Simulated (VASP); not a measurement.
ScCr3, 4 atoms in the cell. It takes space group I4/mmm (No. 139, tetragonal). The conventional cell has a = 3.760 Å, b = 3.760 Å, c = 8.359 Å, α = 90.00°, β = 90.00°, γ = 90.00°. Within 3.5 Å of Sc (site symmetry 4/mmm) lie 12 Cr at 2.66 to 2.81 Å. Cr (site symmetry 4/mmm) has 4 Sc at 2.66 Å and 8 Cr at 2.81 Å within 3.5 Å. Within 3.5 Å of Cr (site symmetry -4m2) lie 8 Cr at 2.66 to 2.81 Å and 4 Sc at 2.81 Å. 

| Property | Result |
| --- | --- |
| Program | VASP 6.6.1 |
| Task | single point |
| Functional | r2SCAN |
| Potentials or basis | VASP PAW PBE potentials, release 64 (Sc_sv, Cr_pv) |
| Cutoff | 520 eV |
| k mesh | 10 × 10 × 10 |
| Occupations | fermi-dirac, width 0.1 eV |
| Spin | no spin polarisation |
| Dipole correction | no |
| Further INCAR settings | ALGO = Normal; EDIFF = 1e-07; NBANDS = 32 |

Potentials or basis: VASP PAW PBE potentials, release 64 (Sc_sv, Cr_pv).

Launch:

```bash
$ cat potpaw_PBE.64/Sc_sv/POTCAR potpaw_PBE.64/Cr_pv/POTCAR > POTCAR
$ cp INCAR.step1 INCAR
$ mpirun -np 1 vasp_std > vasp.out
$ cp INCAR.step2 INCAR
$ mpirun -np 1 vasp_std > vasp.out
```

Hardware: 1 thread of Intel(R) Xeon(R) Platinum 8259CL CPU @ 2.50GHz (Skylake/Cascade Lake), on a shared host.

Task: Estimate the wall time of this run.

Result: Run time: 15 min on 1 thread of Intel(R) Xeon(R) Platinum 8259CL CPU @ 2.50GHz (Skylake/Cascade Lake) (shared host), peak memory 0.3 GiB. Counts: k points 102.
